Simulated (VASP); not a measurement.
Here is a VASP 6.6.1 calculation.

Contents of INCAR:

```
SYSTEM = HC20
ALGO = Normal
DIPOL = 0.5 0.5 0.292
EDIFF = 1E-6
ENCUT = 520
GGA = CA
IDIPOL = 3
ISIF = 2
ISMEAR = 0
LASPH = .TRUE.
LCHARG = .FALSE.
LDIPOL = .TRUE.
LREAL = Auto
LWAVE = .FALSE.
NBANDS = 108
NELM = 80
PREC = Accurate
SIGMA = 0.05
```

The input KPOINTS:

```
k-points
0
G
  4 4 1
  0 0 0
```

Contents of POSCAR:

```
HC20
1.0
    7.2015518731      0.0000000000      0.0000000000
   -3.3194130427      7.7907812636      0.0000000000
    0.0000000000      0.0000000000     22.7916832250
C H
40 2
Direct
    0.2501129010      0.1667043003      0.1755026147
    0.2501129010      0.6667043003      0.1755026147
    0.7501129009      0.1667043003      0.1755026147
    0.7501129009      0.6667043003      0.1755026147
    0.2498870990      0.3332956997      0.1755026147
    0.2498870990      0.8332956997      0.1755026147
    0.7498870990      0.3332956997      0.1755026147
    0.7498870990      0.8332956997      0.1755026147
    0.2501129010      0.4167043003      0.2291325538
    0.2501129010      0.9167043003      0.2291325538
    0.7501129009      0.4167043003      0.2291325538
    0.7501129009      0.9167043003      0.2291325538
    0.2498870990      0.0832956997      0.2291325538
    0.2498870991      0.5832956997      0.2291325538
    0.7498870990      0.0832956997      0.2291325538
    0.7498870990      0.5832956997      0.2291325538
    0.2500458055      0.1676520614      0.2827258575
    0.2500458055      0.6676520614      0.2827258575
    0.7500458055      0.1676520614      0.2827258575
    0.7500458055      0.6676520614      0.2827258575
    0.2499541945      0.3323479386      0.2827258575
    0.2499541945      0.8323479386      0.2827258575
    0.7499541945      0.3323479386      0.2827258575
    0.7499541945      0.8323479386      0.2827258575
    0.2500622594      0.4183368654      0.3365410697
    0.2500622594      0.9183368654      0.3365410697
    0.7500622594      0.4183368654      0.3365410697
    0.7500622594      0.9183368654      0.3365410697
    0.2499377406      0.0816631346      0.3365410697
    0.2499377406      0.5816631346      0.3365410697
    0.7499377406      0.0816631346      0.3365410697
    0.7499377406      0.5816631346      0.3365410697
    0.2501903787      0.1771682769      0.3857408485
    0.2501903787      0.6771682769      0.3857408485
    0.7501903787      0.1771682769      0.3857408485
    0.7501903787      0.6771682769      0.3857408485
    0.2498096213      0.3228317231      0.3857408485
    0.2498096213      0.8228317231      0.3857408485
    0.7498096213      0.3228317231      0.3857408485
    0.7498096213      0.8228317231      0.3857408485
    0.9998096213      0.2685715476      0.4998175480
    0.9998096213      0.3770918985      0.4998175480
```

Potentials or basis: VASP PAW LDA potentials, release 64 (C, H).

Launch:

```sh
$ cat potpaw_LDA.64/C/POTCAR potpaw_LDA.64/H/POTCAR > POTCAR
$ mpirun -np 1 vasp_std > vasp.out
```

**Question.** Predict the largest force.

**Answer.** 6.945 eV/Å.

**Question.** What does it give for the band gap on the k mesh?

**Answer.** 0.01 eV.

Forces on the atoms (eV/Å):
```
C   -2.680  6.310  1.103
C   -2.685  6.307  1.105
C   -2.682  6.310  1.104
C   -2.685  6.309  1.105
C    2.679 -6.311  1.105
C    2.686 -6.306  1.104
C    2.682 -6.311  1.103
C    2.684 -6.309  1.105
C   -0.171  0.414 -1.183
C   -0.174  0.414 -1.184
C   -0.171  0.412 -1.182
C   -0.174  0.412 -1.185
C    0.171 -0.411 -1.183
C    0.174 -0.413 -1.183
C    0.173 -0.411 -1.183
C    0.173 -0.413 -1.184
C    0.003 -0.017  0.009
C    0.001 -0.011  0.012
C    0.003 -0.009  0.005
C    0.000 -0.009  0.012
C   -0.001  0.008  0.011
C   -0.001  0.008  0.013
C    0.003  0.012  0.004
C   -0.001  0.010  0.013
C   -0.019  0.052  0.024
C   -0.011  0.050  0.009
C   -0.006  0.032  0.016
C   -0.011  0.043  0.003
C    0.008 -0.030  0.003
C    0.013 -0.050  0.006
C    0.004 -0.034  0.016
C    0.007 -0.047  0.005
C    0.036 -0.072  0.075
C    0.034 -0.067  0.073
C    0.011 -0.066  0.029
C    0.040 -0.068  0.060
C   -0.024  0.042  0.050
C   -0.038  0.059  0.057
C   -0.057  0.051  0.031
C   -0.038  0.070  0.063
H   -1.204  2.912  0.012
H    1.249 -2.874  0.024
```

Caveat: the smearing spreads over this small gap.
